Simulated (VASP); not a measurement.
# VSe7 (Pm-3m) in VASP: further runs

Runs on VSe7. Level: PBE. Tasks: single point.

Everything below comes from runs of VASP 6.6.1. Logs are shortened: lines on timing, memory, paths and dates and some standing lists are left out, and cuts for length are marked.

### Step 1. The cell of the first run

Symmetry: Pm-3m, No. 221, cubic system. The conventional cell has a = 5.590 Å, b = 5.590 Å, c = 5.590 Å, α = 90.00°, β = 90.00°, γ = 90.00°. V (site symmetry m-3m) has 6 Se at 2.79 Å within 3.7 Å. Within 3.7 Å of Se (site symmetry 4/mmm) lie 6 Se at 2.79 Å. Se (site symmetry 4/mmm) has 2 V at 2.79 Å and 4 Se at 2.79 Å within 3.7 Å. Within 3.7 Å of Se (site symmetry m-3m) lie 6 Se at 2.79 Å.

The cell was generated, and may not be a known phase.

### Step 2. Single point, PBE, collinear spin, ferromagnetic start

INCAR reads:

```
SYSTEM = VSe7
ALGO = Normal ; EDIFF = 1E-6
ENCUT = 520 ; GGA = PE
ISIF = 2 ; ISMEAR = 0
ISPIN = 2 ; LASPH = .TRUE.
LCHARG = .FALSE. ; LMAXMIX = 4
LORBIT = 11 ; LREAL = .FALSE.
LWAVE = .FALSE. ; MAGMOM = 2 0 0 0 0 0 0 0
NBANDS = 42 ; NELM = 150
PREC = Accurate ; SIGMA = 0.1
```

KPOINTS reads:

```
k-points
0
G
  4 4 4
  0 0 0
```

POSCAR reads:

```
VSe7
1.0
    5.5897590646      0.0000000000      0.0000000000
    0.0000000000      5.5897590646      0.0000000000
    0.0000000000      0.0000000000      5.5897590646
V Se
1 7
Direct
    0.0000000000      0.0000000000      0.0000000000
    0.0000000000      0.5000000000      0.5000000000
    0.5000000000      0.0000000000      0.5000000000
    0.5000000000      0.5000000000      0.0000000000
    0.5000000000      0.0000000000      0.0000000000
    0.0000000000      0.5000000000      0.0000000000
    0.0000000000      0.0000000000      0.5000000000
    0.5000000000      0.5000000000      0.5000000000
```

Potentials or basis: VASP PAW PBE potentials, release 64 (V_sv, Se).

Command:

```console
$ cat potpaw_PBE.64/V_sv/POTCAR potpaw_PBE.64/Se/POTCAR > POTCAR
$ mpirun -np 1 vasp_std > vasp.out
```

OUTCAR:

```text
SYSTEM = VSe7
   EDIFF = 1E-6
   ENCUT = 520
   GGA = PE
   ISIF = 2
   ISMEAR = 0
   ISPIN = 2
   LASPH = .TRUE.
   LORBIT = 11
   LREAL = .FALSE.
   NELM = 150
   PREC = Accurate

 ion  position               nearest neighbor table
   1  0.000  0.000  0.000-   5 2.79   6 2.79   7 2.79   7 2.79   6 2.79   5 2.79
   2  0.000  0.500  0.500-
   3  0.500  0.000  0.500-
   4  0.500  0.500  0.000-
   5  0.500  0.000  0.000-   1 2.79   1 2.79
   6  0.000  0.500  0.000-   1 2.79   1 2.79
   7  0.000  0.000  0.500-   1 2.79   1 2.79
   8  0.500  0.500  0.500-

  LATTYP: Found a simple cubic cell.
 ALAT       =     5.5897590646

  Lattice vectors:

 A1 = (   5.5897590646,   0.0000000000,   0.0000000000)
 A2 = (   0.0000000000,   5.5897590646,   0.0000000000)
 A3 = (   0.0000000000,   0.0000000000,   5.5897590646)

Analysis of symmetry for initial positions (statically):
=====================================================================
 Subroutine PRICEL returns:
 Original cell was already a primitive cell.

 Routine SETGRP: Setting up the symmetry group for a
 simple cubic supercell.

 Subroutine GETGRP returns: Found 48 space group operations
 (whereof 48 operations were pure point group operations)
 out of a pool of 48 trial point group operations.

The static configuration has the point symmetry O_h .

Analysis of symmetry for dynamics (positions and initial velocities):
=====================================================================
 Subroutine PRICEL returns:
 Original cell was already a primitive cell.

 Routine SETGRP: Setting up the symmetry group for a
 simple cubic supercell.

 Subroutine GETGRP returns: Found 48 space group operations
 (whereof 48 operations were pure point group operations)
 out of a pool of 48 trial point group operations.

The dynamic configuration has the point symmetry O_h .

Analysis of structural, dynamic, and magnetic symmetry:
=====================================================================
 Subroutine PRICEL returns:
 Original cell was already a primitive cell.

 Routine SETGRP: Setting up the symmetry group for a
 simple cubic supercell.

 Subroutine GETGRP returns: Found 48 space group operations
 (whereof 48 operations were pure point group operations)
[... 136 lines left out ...]
   NGX = 21   NGY = 21   NGZ = 21

 number of electron      54.9999984 magnetization       2.8884908

 Free energy of the ion-electron system (eV)
  ---------------------------------------------------
  ext. energy  EPLUGINS =         0.00000000
  ---------------------------------------------------
  free energy    TOTEN  =       -32.95254307 eV

  energy without entropy =      -32.91426684  energy(sigma->0) =      -32.93340496

 E-fermi :   5.3280     XC(G=0): -10.0661

 val. band max:        5.3242957165   @ k =   0.2500   0.2500   0.2500
 cond. band min:       5.3367740935   @ k =   0.5000   0.2500   0.0000
 fundamental gap:      0.0124783770
 Fermi energy:         5.3280188568

 spin component 1

 k-point     1 :       0.0000    0.0000    0.0000
  band No.  band energies     occupation
      1     -59.8392      1.00000
      2     -33.7215      1.00000
      3     -33.7215      1.00000
      4     -33.7215      1.00000
      5     -10.8359      1.00000
      6      -8.9584      1.00000
[... 409 lines left out ...]
     38       9.4798      0.00000
     39       9.4798      0.00000
 Fermi energy:         5.3280188568

 spin component 2

 k-point     1 :       0.0000    0.0000    0.0000
  band No.  band energies     occupation
      1     -57.2302      1.00000
      2     -31.1326      1.00000
      3     -31.1326      1.00000
      4     -31.1326      1.00000
      5     -10.8448      1.00000
      6      -8.9787      1.00000
[... 409 lines left out ...]
     38      10.1598      0.00000
     39      10.1598      0.00000
 [bands above 39 left out]

------------------------ aborting loop because EDIFF is reached ----------------------------------------

  FORCE on cell =-STRESS in cart. coord.  units (eV):
  Direction    XX          YY          ZZ          XY          YZ          ZX
  --------------------------------------------------------------------------------------
  -------------------------------------------------------------------------------------
  Total       -0.2401227     -0.2401227     -0.2401227      0.0000000      0.0000000     -0.0000000
  in kB       -2.2027461     -2.2027461     -2.2027461      0.0000000      0.0000000     -0.0000000
  external PRESSURE =      -2.2027461 kB  Pullay stress =       0.0000000 kB

 VOLUME and BASIS-vectors are now :
 -----------------------------------------------------------------------------
  energy-cutoff  :      520.00
  volume of cell :      174.65
      direct lattice vectors                 reciprocal lattice vectors
     5.589759065  0.000000000  0.000000000     0.178898587  0.000000000  0.000000000
     0.000000000  5.589759065  0.000000000     0.000000000  0.178898587  0.000000000
     0.000000000  0.000000000  5.589759065     0.000000000  0.000000000  0.178898587

 POSITION                                       TOTAL-FORCE (eV/Angst)
 -----------------------------------------------------------------------------------
      0.00000      0.00000      0.00000         0.000000      0.000000      0.000000
      0.00000      2.79488      2.79488         0.000000      0.000000      0.000000
      2.79488      0.00000      2.79488         0.000000      0.000000      0.000000
      2.79488      2.79488      0.00000         0.000000      0.000000      0.000000
      2.79488      0.00000      0.00000         0.000000      0.000000      0.000000
      0.00000      2.79488      0.00000         0.000000      0.000000      0.000000
      0.00000      0.00000      2.79488         0.000000      0.000000      0.000000
      2.79488      2.79488      2.79488         0.000000      0.000000      0.000000
 -----------------------------------------------------------------------------------
    total drift:                                0.000000      0.000000     -0.000000

  FREE ENERGIE OF THE ION-ELECTRON SYSTEM (eV)
  ---------------------------------------------------
  free  energy   TOTEN  =       -32.9525430713 eV

  energy  without entropy=      -32.9142668445  energy(sigma->0) =      -32.93340496

 total charge

# of ion       s       p       d       tot
------------------------------------------
    1        2.152   6.067   3.047  11.265
    2        1.537   2.086   0.057   3.680
    3        1.537   2.086   0.057   3.680
    4        1.537   2.086   0.057   3.680
    5        1.501   2.172   0.047   3.721
    6        1.501   2.172   0.047   3.721
    7        1.501   2.172   0.047   3.721
    8        1.540   2.089   0.057   3.685
--------------------------------------------------
tot         12.805  20.931   3.416  37.153

 magnetization (x)

# of ion       s       p       d       tot
------------------------------------------
    1        0.028   0.015   2.611   2.654
    2       -0.003   0.023   0.000   0.021
    3       -0.003   0.023   0.000   0.021
    4       -0.003   0.023   0.000   0.021
    5       -0.003  -0.068   0.007  -0.064
    6       -0.003  -0.068   0.007  -0.064
    7       -0.003  -0.068   0.007  -0.064
    8       -0.003  -0.036  -0.001  -0.040
--------------------------------------------------
tot          0.008  -0.154   2.631   2.485
```

OSZICAR:

```text
N       E                     dE             d eps       ncg     rms          rms(c)
DAV:   1     0.371059773600E+03    0.37106E+03   -0.23744E+04  1808   0.117E+03
DAV:   2    -0.301573260122E+01   -0.37408E+03   -0.35464E+03  1980   0.265E+02
DAV:   3    -0.343988557146E+02   -0.31383E+02   -0.30265E+02  2010   0.729E+01
[... 10 lines left out ...]
DAV:  14    -0.329523913541E+02   -0.23173E-01   -0.16331E-02  1870   0.477E-01    0.177E-01
DAV:  15    -0.329523672218E+02    0.24132E-04   -0.11307E-03  1760   0.140E-01    0.127E-01
DAV:  16    -0.329524582685E+02   -0.91047E-04   -0.84740E-05  1820   0.409E-02    0.792E-02
DAV:  17    -0.329525375753E+02   -0.79307E-04   -0.36974E-05  1878   0.258E-02    0.169E-02
DAV:  18    -0.329525421154E+02   -0.45401E-05   -0.46514E-06  1586   0.932E-03    0.840E-03
DAV:  19    -0.329525430713E+02   -0.95590E-06   -0.18481E-06  1318   0.622E-03
   1 F= -.32952543E+02 E0= -.32933405E+02  d E =-.382762E-01  mag=     2.8894
```

stdout:

```text
POSCAR found type information on POSCAR V Se
 POSCAR found :  2 types and       8 ions
 scaLAPACK will be used
 LDA part: xc-table for (Slater+PW92), standard interpolation
 POSCAR, INCAR and KPOINTS ok, starting setup
 FFT: planning ... GRIDC
 FFT: planning ... GRID_SOFT
 FFT: planning ... GRID
 WAVECAR not read
 entering main loop
```

Run time: 2.7 min. Hardware: 1 thread of Intel Xeon Platinum 8259CL at 2.50GHz (Skylake/Cascade Lake), shared host; peak memory 0.37 GiB.

What came out:

| Property | Result |
| --- | --- |
| Free energy | -32.9525 eV |
| Pressure | -0.2 GPa |
| Net moment | 2.89 μB per cell |
| Site moments | V +2.65; Se +0.02, -0.06, -0.04 (each value once) μB |
| Valence electrons inside the program's atomic spheres | V 11.27; Se 3.68, 3.72, 3.69 (each value once) |

With open d or f shells a metallic result of PBE can be an artefact of self-interaction; +U or a hybrid may open a gap.

### Step 3. Single point, PBE, collinear spin, ferromagnetic start

This run uses another cell than the first one, of 29.22 Å³/atom.

INCAR reads:

```
ALGO     = Normal         # electronic algorithm
EDIFF    = 1E-6           # SCF threshold, eV
ENCUT    = 520            # plane-wave cutoff, eV
GGA      = PE             # functional
ISIF     = 2              # what is computed and relaxed
ISMEAR   = 0              # smearing method
ISPIN    = 2              # spin polarisation
LASPH    = T              # aspherical terms in the spheres
LCHARG   = F              # write CHGCAR
LMAXMIX  = 4              # l up to which the mixer works
LORBIT   = 11             # projections on sites
LREAL    = F              # projectors in reciprocal space
LWAVE    = F              # write WAVECAR
MAGMOM   = 2 0 0 0 0 0 0 0 # initial moments
NBANDS   = 42             # bands
NELM     = 150            # most SCF steps
PREC     = Accurate       # precision mode
SIGMA    = 0.1            # smearing width, eV
```

KPOINTS reads:

```
k-points
0
Gamma
  4 4 4
```

POSCAR, as its differences from that of step 2:

```diff
@@ -2,5 +2,5 @@
 1.0
-    5.5897590646      0.0000000000      0.0000000000
-    0.0000000000      5.5897590646      0.0000000000
-    0.0000000000      0.0000000000      5.5897590646
+    6.1599568000      0.0000000000      0.0000000000
+    0.0000000000      6.1599568000      0.0000000000
+    0.0000000000      0.0000000000      6.1599568000
 V Se
```

Potentials or basis: VASP PAW PBE potentials, release 64 (V_sv, Se).

Command:

```console
$ cat potpaw_PBE.64/V_sv/POTCAR potpaw_PBE.64/Se/POTCAR > POTCAR
$ mpirun -np 1 vasp_std > vasp.out
```

It took 19 min on 1 thread of Intel Xeon Platinum 8259CL at 2.50GHz (Skylake/Cascade Lake), shared host; peak memory 0.48 GiB.

Results (log left out):

| Property | Result |
| --- | --- |
| Free energy | -30.3850 eV |
| Pressure | -10.5 GPa |
| Net moment | -2.91 μB per cell |
| Site moments | V -2.74; Se -0.01, +0.06, +0.03 (each value once) μB |
| Valence electrons inside the program's atomic spheres | V 11.12; Se 3.56, 3.62 (each value once) |

Levels at points of the mesh, in eV from the Fermi level:
Spin up:
| k point | band 22 | band 23 | band 24 | band 25 | band 26 | band 27 | band 28 | band 29 | band 30 | band 31 |
| --- | --- | --- | --- | --- | --- | --- | --- | --- | --- | --- |
| (0.00, 0.00, 0.00) | -1.86 | -1.86 | 1.10 | 1.10 | 1.10 | 1.54 | 1.54 | 1.72 | 1.72 | 1.72 |
| (0.50, 0.00, 0.00) | -1.98 | -1.52 | -1.49 | -0.79 | -0.58 | 1.24 | 1.24 | 1.55 | 1.63 | 1.64 |
| (0.50, 0.50, 0.00) | -1.70 | -1.70 | -1.49 | -1.24 | -1.06 | -0.98 | -0.96 | -0.96 | 1.56 | 1.56 |
| (0.50, 0.50, 0.50) | -1.62 | -1.62 | -1.62 | -1.61 | -1.61 | -1.61 | -1.57 | -1.57 | -1.55 | -1.55 |
Spin down:
| k point | band 26 | band 27 | band 28 | band 29 | band 30 | band 31 | band 32 | band 33 |
| --- | --- | --- | --- | --- | --- | --- | --- | --- |
| (0.00, 0.00, 0.00) | -0.82 | 0.03 | 0.03 | 0.72 | 1.11 | 1.11 | 1.11 | 1.74 |
| (0.50, 0.00, 0.00) | -0.78 | -0.66 | -0.66 | -0.60 | 0.03 | 0.21 | 1.31 | 1.31 |
| (0.50, 0.50, 0.00) | -1.23 | -0.96 | -0.96 | -0.95 | -0.66 | -0.66 | -0.17 | 0.09 |
| (0.50, 0.50, 0.50) | -1.57 | -1.57 | -1.56 | -1.56 | -1.53 | -1.53 | -1.53 | -0.23 |

Caveat: the cell stands under tension.
